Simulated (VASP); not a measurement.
# Pd in VASP: further runs

Aim: see how the results for Pd move with the level of theory and the settings. Levels: PBE0, LDA, PBEsol-based global hybrid with 25 % exact exchange, B3LYP, PBE-based screened hybrid with 25 % exact exchange. Tasks: single point.

All numbers are computed with VASP 6.6.1; they aren't measurements. Logs are shortened: lines on timing, memory, paths and dates and some standing lists are left out, and cuts for length are marked.

## (1) The cell of the first run

Symmetry: Im-3m, No. 229, cubic system. The conventional cell has a = 3.206 Å, b = 3.206 Å, c = 3.206 Å, α = 90.00°, β = 90.00°, γ = 90.00°. Within 3.7 Å of Pd (site symmetry m-3m) lie 14 Pd at 2.78 to 3.21 Å.

This isn't the form of Pd at room conditions, which is fcc.

## (2) Single point, PBE0

Contents of POSCAR:

```
Pd
1.0
   -1.6031178681      1.6031178681      1.6031178681
    1.6031178681     -1.6031178681      1.6031178681
    1.6031178681      1.6031178681     -1.6031178681
Pd
1
Direct
    0.0000000000      0.0000000000      0.0000000000
```

Contents of INCAR.step1:

```
  PREC = Accurate
  ENCUT = 520
  EDIFF = 1E-5
  ISMEAR = -1
  SIGMA = 0.05
  LREAL = F
  LASPH = T
  NELM = 100
  ALGO = Normal
  ISIF = 2
  LWAVE = T
  NBANDS = 11
  GGA = PE
```

Contents of INCAR.step2:

```
  PREC = Accurate
  ENCUT = 520
  EDIFF = 1E-7
  ISMEAR = -1
  SIGMA = 0.05
  LREAL = F
  LASPH = T
  NELM = 100
  ALGO = Normal
  ISIF = 2
  LWAVE = F
  LCHARG = T
  GGA = PE
  LHFCALC = T
  AEXX = 0.25
  PRECFOCK = Normal
  LELF = T
  LVHAR = T
  NBANDS = 11
  ISTART = 1
```

Contents of KPOINTS:

```
regular mesh
0
Gamma
  8 8 8
```

Potentials or basis: VASP PAW PBE potentials, release 64 (Pd).

Started as:

```
$ cat potpaw_PBE.64/Pd/POTCAR > POTCAR
$ cp INCAR.step1 INCAR
$ mpirun -np 1 vasp_std > vasp.out
$ cp INCAR.step2 INCAR
$ mpirun -np 1 vasp_std > vasp.out
```

OUTCAR:

```text
PREC = Accurate
   ENCUT = 520
   EDIFF = 1E-7
   ISMEAR = -1
   LREAL = F
   LASPH = T
   NELM = 100
   ISIF = 2
   GGA = PE
   LHFCALC = T
   AEXX = 0.25
   PRECFOCK = Normal
   ISTART = 1

 ion  position               nearest neighbor table
   1  0.000  0.000  0.000-

  LATTYP: Found a body centered cubic cell.
 ALAT       =     3.2062357362

  Lattice vectors:

 A1 = (  -1.6031178681,   1.6031178681,   1.6031178681)
 A2 = (   1.6031178681,  -1.6031178681,   1.6031178681)
 A3 = (   1.6031178681,   1.6031178681,  -1.6031178681)

Analysis of symmetry for initial positions (statically):
=====================================================================
 Subroutine PRICEL returns:
 Original cell was already a primitive cell.

 Routine SETGRP: Setting up the symmetry group for a
 body centered cubic supercell.

 Subroutine GETGRP returns: Found 48 space group operations
 (whereof 48 operations were pure point group operations)
 out of a pool of 48 trial point group operations.

The static configuration has the point symmetry O_h .

Analysis of symmetry for dynamics (positions and initial velocities):
=====================================================================
 Subroutine PRICEL returns:
 Original cell was already a primitive cell.

 Routine SETGRP: Setting up the symmetry group for a
 body centered cubic supercell.

 Subroutine GETGRP returns: Found 48 space group operations
 (whereof 48 operations were pure point group operations)
 out of a pool of 48 trial point group operations.

The dynamic configuration has the point symmetry O_h .

 Subroutine INISYM returns: Found 48 space group operations
 (whereof 48 operations are pure point group operations),
 and found     1 'primitive' translations

----------------------------------------------------------------------------------------

                                     Primitive cell

  volume of cell :      16.4800

  direct lattice vectors                    reciprocal lattice vectors
    -1.603117868  1.603117868  1.603117868     0.000000000  0.311892226  0.311892226
     1.603117868 -1.603117868  1.603117868     0.311892226  0.000000000  0.311892226
     1.603117868  1.603117868 -1.603117868     0.311892226  0.311892226  0.000000000

  length of vectors
     2.776681598  2.776681598  2.776681598     0.441082216  0.441082216  0.441082216

  position of ions in fractional coordinates (direct lattice)
     0.000000000  0.000000000  0.000000000

  ion indices of the primitive-cell ions
   primitive index   ion index
                 1           1

----------------------------------------------------------------------------------------

 KPOINTS: regular mesh

Automatic generation of k-mesh.
 Grid dimensions read from file:
 generate k-points for:    8    8    8

 Generating k-lattice:

  Cartesian coordinates                     Fractional coordinates (reciprocal lattice)
     0.000000000  0.038986528  0.038986528     0.125000000  0.000000000  0.000000000
     0.038986528  0.000000000  0.038986528     0.000000000  0.125000000  0.000000000
     0.038986528  0.038986528  0.000000000     0.000000000  0.000000000  0.125000000

  Length of vectors
     0.055135277  0.055135277  0.055135277

  Shift w.r.t. Gamma in fractional coordinates (k-lattice)
     0.000000000  0.000000000  0.000000000

 Subroutine IBZKPT returns following result:
 ===========================================

 Found     29 irreducible k-points:

 Following reciprocal coordinates:
            Coordinates               Weight
  0.000000  0.000000  0.000000      1.000000
  0.125000  0.000000  0.000000     12.000000
  0.250000  0.000000  0.000000     12.000000
  0.375000  0.000000  0.000000     12.000000
  0.500000  0.000000  0.000000      6.000000
  0.125000  0.125000  0.000000     24.000000
[... 16 lines left out ...]
 -0.250000  0.250000  0.250000      6.000000
 -0.375000  0.375000  0.250000     24.000000
 [... further k-points ...]
   k-points           NKPTS =     29   k-points in BZ     NKDIM =    512   number of bands    NBANDS=     11
   number of dos      NEDOS =    301   number of ions     NIONS =      1
   total plane-waves  NPLWV =  13824
   dimension x,y,z NGX =    24 NGY =   24 NGZ =   24
   dimension x,y,z NGXF=    48 NGYF=   48 NGZF=   48
   ions per type =               1
   NGX,Y,Z   is equivalent  to a cutoff of  14.37, 14.37, 14.37 a.u.
   NGXF,Y,Z  is equivalent  to a cutoff of  28.74, 28.74, 28.74 a.u.
 SYSTEM =  unknown system
   PREC   = accura    normal or accurate (medium, high low for compatibility)
   ISTART =      1    job   : 0-new  1-cont  2-samecut
   ICHARG =      0    charge: 1-file 2-atom 10-const
   ISPIN  =      1    spin polarized calculation?
   LNONCOLLINEAR =      F non collinear calculations
   LSORBIT =      F    spin-orbit coupling
   LASPH  =      T    aspherical Exc in radial PAW
   ENCUT  =  520.0 eV  38.22 Ry    6.18 a.u.   5.16  5.16  5.16*2*pi/ulx,y,z
   NELM   =    100;   NELMIN=  2; NELMDL=  0     # of ELM steps
   EDIFF  = 0.1E-06   stopping-criterion for ELM
   LREAL  =      F    real-space projection
   EDIFFG = 0.1E-05   stopping-criterion for IOM
   NSW    =      0    number of steps for IOM
   IBRION =     -1    ionic relax: 0-MD 1-quasi-New 2-CG
   NFREE  =      0    steps in history (QN), initial steepest desc. (CG)
   ISIF   =      2    stress and relaxation
   ISYM   =      3    0-nonsym 1-usesym 2-fastsym
   POTIM  = 0.5000    time-step for ionic-motion
   TEBEG  =    0.0;   TEEND  =   0.0 temperature during run
   PSTRESS=    0.0 pullay stress
   NELECT =      10.0000    total number of electrons
   NUPDOWN=      -1.0000    fix difference up-down
   EMIN   =  10.00;   EMAX   =-10.00  energy-range for DOS
   EFERMI =   0.00;   METHOD = LEGACY
   ISMEAR =    -1;   SIGMA  =   0.05  broadening in eV -4-tet -1-fermi 0-gaus
   EFERMI_NEDOS =   21; number of points for ismear=-14 and -15
   IALGO  =     38    algorithm
   IMIX   =      1    mixing-type and parameters
     AMIX     =   0.40;   BMIX     =  1.00
     AMIX_MAG =   1.60;   BMIX_MAG =  1.00
  volume/ion in A,a.u.               =      16.48       111.21
  Fermi-wavevector in a.u.,A,eV,Ry     =   1.385977  2.619117 26.135873  1.920932
  Thomas-Fermi vector in A             =   2.510336
   LORBIT       =      0    0 simple, 1 ext, 2 COOP (PROOUT), +10 PAW based schemes
   GGA     = PE    functional components
   LHFCALC =     T    Hartree Fock is set to
   PRECFOCK=normal    Normal, Fast or Accurate (Low or Medium for compatibility)
   ENCUT4O =  -1.0   cutoff for four orbital integrals eV
   NKREDX  =     1    reduce k-point grid by
   NKREDY  =     1    reduce k-point grid by
   NKREDZ  =     1    reduce k-point grid by
   AEXX    =    0.2500 exact exchange contribution
   HFSCREEN=    0.0000 screening length (either q_TF or 0.3 A-1)
   HFSCREENC=   0.0000 screening length for correlation (either q_TF or 0.3 A-1)
   ENCUTFOCK=  -1.0 apply spherical cutoff to Coloumb kernel
   IVDW    =     0    specifies the selected vdW correction
   LEPSILON=     F    determine dielectric tensor
   LRPA    =     F    only Hartree local field effects (RPA)
 non-spin polarized calculation
  energy-cutoff  :      520.00
  volume of cell :       16.48
 maximum number of plane-waves:       466
 NGX is ok and might be reduce to    24
  NGX = 16; NGY = 16; NGZ = 16

 number of electron       9.9999998 magnetization

 Free energy of the ion-electron system (eV)
  ---------------------------------------------------
  ext. energy  EPLUGINS =         0.00000000
  ---------------------------------------------------
  free energy    TOTEN  =        -6.44001760 eV

  energy without entropy =       -6.43849670  energy(sigma->0) =       -6.43925715

 E-fermi :   7.4043     XC(G=0):  -9.7632

 val. band max:        7.0236553756   @ k =  -0.3750   0.5000   0.1250
 cond. band min:       7.5132415180   @ k =   0.3750   0.0000   0.0000
 fundamental gap:      0.4895861424
 Fermi energy:         7.4042698764

 k-point     1 :       0.0000    0.0000    0.0000
  band No.  band energies     occupation
      1       0.4102      2.00000
      2       4.0667      2.00000
      3       4.0667      2.00000
      4       4.0667      2.00000
      5       5.6417      2.00000
      6       5.6417      2.00000
      7      28.3745      0.00000
      8      28.3745      0.00000
      9      28.3745      0.00000
     10      35.9835      0.00000
     11      35.9835      0.00000

 k-point     2 :       0.1250    0.0000    0.0000
  band No.  band energies     occupation
      1       1.0169      2.00000
      2       3.8843      2.00000
      3       4.0969      2.00000
      4       4.5011      2.00000
      5       5.4793      2.00000
      6       5.6703      2.00000
      7      27.5777      0.00000
      8      28.2335      0.00000
      9      28.9778      0.00000
     10      33.4159      0.00000
     11      33.8603      0.00000

 k-point     3 :       0.2500    0.0000    0.0000
  band No.  band energies     occupation
      1       2.1129      2.00000
      2       3.4678      2.00000
      3       4.6994      2.00000
      4       5.4158      2.00000
      5       5.7081      2.00000
      6       5.7671      2.00000
      7      23.9003      0.00000
      8      26.6006      0.00000
      9      30.4341      0.00000
     10      30.8263      0.00000
     11      32.8348      0.00000
[... 267 lines left out ...]
 k-point    23 :      -0.2500    0.2500    0.2500
  band No.  band energies     occupation
      1       3.1776      2.00000
      2       3.5828      2.00000
      3       4.7604      2.00000
      4       4.7604      2.00000
      5       5.5543      2.00000
      6       8.6042      0.00000
      7      25.2626      0.00000
      8      25.2626      0.00000
      9      25.5312      0.00000
     10      25.9798      0.00000
     11      36.7491      0.00000

 k-point    24 :      -0.3750    0.3750    0.2500
  band No.  band energies     occupation
      1       2.8028      2.00000
      2       3.1797      2.00000
      3       4.7609      2.00000
      4       5.3105      2.00000
      5       6.7954      1.99999
      6      11.3085      0.00000
      7      20.3740      0.00000
      8      22.8565      0.00000
      9      25.2588      0.00000
     10      27.6834      0.00000
     11      35.7168      0.00000

 [... further k-points ...]

------------------------ aborting loop because EDIFF is reached ----------------------------------------

  FORCE on cell =-STRESS in cart. coord.  units (eV):
  Direction    XX          YY          ZZ          XY          YZ          ZX
  --------------------------------------------------------------------------------------
  -------------------------------------------------------------------------------------
  Total       -1.1508679     -1.1508679     -1.1508679     -0.0000000     -0.0000000     -0.0000000
  in kB     -111.8870238   -111.8870238   -111.8870238     -0.0000000     -0.0000000     -0.0000000
  external PRESSURE =    -111.8870238 kB  Pullay stress =       0.0000000 kB

 VOLUME and BASIS-vectors are now :
 -----------------------------------------------------------------------------
  energy-cutoff  :      520.00
  volume of cell :       16.48
      direct lattice vectors                 reciprocal lattice vectors
    -1.603117868  1.603117868  1.603117868     0.000000000  0.311892226  0.311892226
     1.603117868 -1.603117868  1.603117868     0.311892226  0.000000000  0.311892226
     1.603117868  1.603117868 -1.603117868     0.311892226  0.311892226  0.000000000

 POSITION                                       TOTAL-FORCE (eV/Angst)
 -----------------------------------------------------------------------------------
      0.00000      0.00000      0.00000         0.000000      0.000000     -0.000000
 -----------------------------------------------------------------------------------
    total drift:                               -0.000000     -0.000000     -0.000000

  FREE ENERGIE OF THE ION-ELECTRON SYSTEM (eV)
  ---------------------------------------------------
  free  energy   TOTEN  =        -6.4400175971 eV

  energy  without entropy=       -6.4384967003  energy(sigma->0) =       -6.43925715
```

It took 12 min on 1 thread of Intel Xeon 6975P-C (Granite Rapids), shared host; peak memory 0.16 GiB.

Results:

* Free energy: -6.4400 eV
* Pressure: -11.2 GPa
* Band gap on the k mesh: zero (bands 5 and 6 overlap by 2.60 eV)

Caveat: the cell stands under tension; the PAW data sets were made with another functional, which shifts forces and pressure a little.

(Continued in part 2 of 2.)
